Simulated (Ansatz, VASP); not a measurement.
**Two plane-wave programs on In**

```
In
1.0
     3.08853    0.00000    0.00000
     0.00000    3.08853    0.00000
     0.00000    0.00000    3.08853
In
1
Direct
  0.00000 0.00000 0.00000
```

Alike in both runs: functional PBE; k mesh 12 × 12 × 12; occupations fermi-dirac, width 0.05 eV; no spin polarisation.

Ansatz relaxed the structure, and its values are those at the end. VASP's run is a single point on that final structure, the one shown.

```csv
,VASP,Ansatz
version,VASP 6.6.1,Ansatz 0.2.0
potentials or method,"VASP PAW PBE potentials, release 64 (In_d)","PAW with Ansatz's default frozen-core files, scalar-relativistic"
plane-wave cutoff (eV),520,420
valence electrons in the cell,13,13
```

```tsv
	VASP	Ansatz	Ansatz less VASP
pressure (GPa)	0.0	0.0	+0.04
```

The functional is the same, so the differences come from potentials, cutoffs and numerics.
